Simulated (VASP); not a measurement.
## Au: single point with PBEsol

The system is Au.

```xyz
2
Lattice="2.8341 0.0000 0.0000 -0.0130 2.8389 0.0000 -1.1454 -1.1933 4.9566" Properties=species:S:1:pos:R:3 pbc="T T T"
Au    1.5844    1.5636    1.3584
Au    0.0913    0.0820    3.5982
```

```json
{
 "Program": "VASP 6.6.1",
 "Task": "single point",
 "Functional": "PBEsol",
 "Potentials or basis": "VASP PAW PBE potentials, release 64 (Au)",
 "Cutoff": "520 eV",
 "k mesh": "10 × 10 × 6",
 "Occupations": "fermi-dirac, width 0.05 eV",
 "Spin": "no spin polarisation",
 "Dipole correction": "no",
 "Further INCAR settings": "ALGO = Fast; EDIFF = 1e-06; NBANDS = 18"
}
```

| Quantity | Value |
| --- | --- |
| Pressure | -10.0 GPa |
| Largest force | 0.148 eV/Å |
| Band gap on the k mesh | zero (band 11 reaches 10.07 eV, above the bottom of band 12 at 5.11 eV) |

Forces on the atoms (eV/Å):
```
Au   0.019  0.017  0.146
Au  -0.019 -0.017 -0.146
```

Stress tensor (GPa, compression positive):
```
-10.53   0.21   0.41
  0.21 -10.73   0.31
  0.41   0.31  -8.75
```

Levels at points of the mesh, in eV from the Fermi level:
| k point | band 8 | band 9 | band 10 | band 11 | band 12 | band 13 | band 14 | band 15 |
| --- | --- | --- | --- | --- | --- | --- | --- | --- |
| (0.00, 0.00, 0.00) | -2.24 | -2.18 | -1.95 | -1.58 | 0.06 | 2.62 | 13.85 | 13.97 |
| (0.50, 0.00, 0.00) | -2.81 | -2.23 | -1.75 | 0.46 | 1.10 | 2.80 | 5.40 | 9.57 |
| (0.00, 0.50, 0.00) | -2.76 | -2.21 | -1.79 | 0.41 | 1.10 | 2.66 | 5.36 | 9.53 |
| (0.50, 0.50, 0.00) | -1.34 | -0.81 | -0.80 | 2.72 | 4.58 | 5.83 | 6.56 | 7.09 |
| (0.00, 0.00, 0.50) | -2.91 | -1.90 | -1.68 | -1.57 | -1.53 | 9.22 | 11.34 | 12.28 |
| (0.50, 0.00, 0.50) | -2.33 | -1.95 | -1.92 | 0.05 | 1.33 | 1.65 | 4.79 | 9.76 |
| (0.00, 0.50, 0.50) | -2.33 | -1.98 | -1.93 | 0.09 | 1.35 | 1.64 | 4.82 | 9.75 |
| (0.50, 0.50, 0.50) | -1.59 | -0.82 | -0.79 | 3.04 | 5.19 | 5.40 | 6.53 | 6.97 |

Run time: 92 s on 1 thread of AMD EPYC 9R45 96-Core Processor (Zen 5), on a shared host, peak memory 0.26 GiB.

Caveat: the PAW data sets were made with another functional, which shifts forces and pressure a little; spin-orbit coupling is left out, which moves the levels of the heavy elements.
